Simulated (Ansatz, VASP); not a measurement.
## LuSe in VASP and in Ansatz

```
Lu Se
1.0
     0.00000    2.78800    2.78800
     2.78800    0.00000    2.78800
     2.78800    2.78800    0.00000
Lu Se
1 1
Direct
  0.00000 0.00000 0.00000
  0.50000 0.50000 0.50000
```

Alike in both runs: task single point; functional PBEsol; k mesh 9 × 9 × 9; occupations fermi-dirac, width 0.02 eV; no spin polarisation.

|  | VASP | Ansatz |
| --- | --- | --- |
| version | VASP 6.6.1 | Ansatz 0.2.0 |
| potentials or method | VASP PAW PBE potentials, release 64 (Lu, Se), cutoff 520 eV | all-electron LAPW, scalar-relativistic |

|  | VASP | Ansatz | Ansatz less VASP |
| --- | --- | --- | --- |
| pressure (GPa) | -0.8 | -1.2 | -0.38 |

VASP's potentials were made for PBE, not for PBEsol. Ansatz ran all-electron here, and VASP with PAW potentials.

Neither program's run includes spin-orbit coupling.
